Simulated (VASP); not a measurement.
## SrO: single point with RPBE+D4

The system is SrO.

```
Sr O
1.0
     0.00000    2.59756    2.59756
     2.59756    0.00000    2.59756
     2.59756    2.59756    0.00000
Sr O
1 1
Direct
  0.50000 0.50000 0.50000
  0.00000 0.00000 0.00000
```

* Program: VASP 6.6.1
* Task: single point
* Functional: RPBE
* Dispersion: D4
* Potentials or basis: VASP PAW PBE potentials, release 64 (Sr_sv, O)
* Cutoff: 520 eV
* k mesh: 9 × 9 × 9
* Occupations: fermi-dirac, width 0.05 eV
* Spin: no spin polarisation
* Dipole correction: no
* Further INCAR settings: ALGO = Normal; EDIFF = 1e-07; NBANDS = 15

The pressure is 0.5 GPa and the band gap on the k mesh is 3.45 eV (least direct gap 3.57 eV). The dispersion energy per atom is -0.306 eV.

Levels at points of the mesh, in eV from the valence-band top:
```csv
k point,band 5,band 6,band 7,band 8,band 9,band 10,band 11,band 12
"(0.00, 0.00, 0.00)",-14.28,0.00,0.00,0.00,3.94,6.20,6.20,6.20
```

It took 25 s on 1 thread of AMD EPYC 9R14 (Zen 4) (shared host), peak memory 0.14 GiB.

Caveat: the PAW data sets were made with another functional, which shifts forces and pressure a little; an odd mesh through Γ misses points on the zone boundary, where band edges can lie. Expect the measured gap to be larger: semilocal functionals such as RPBE lack the derivative discontinuity.
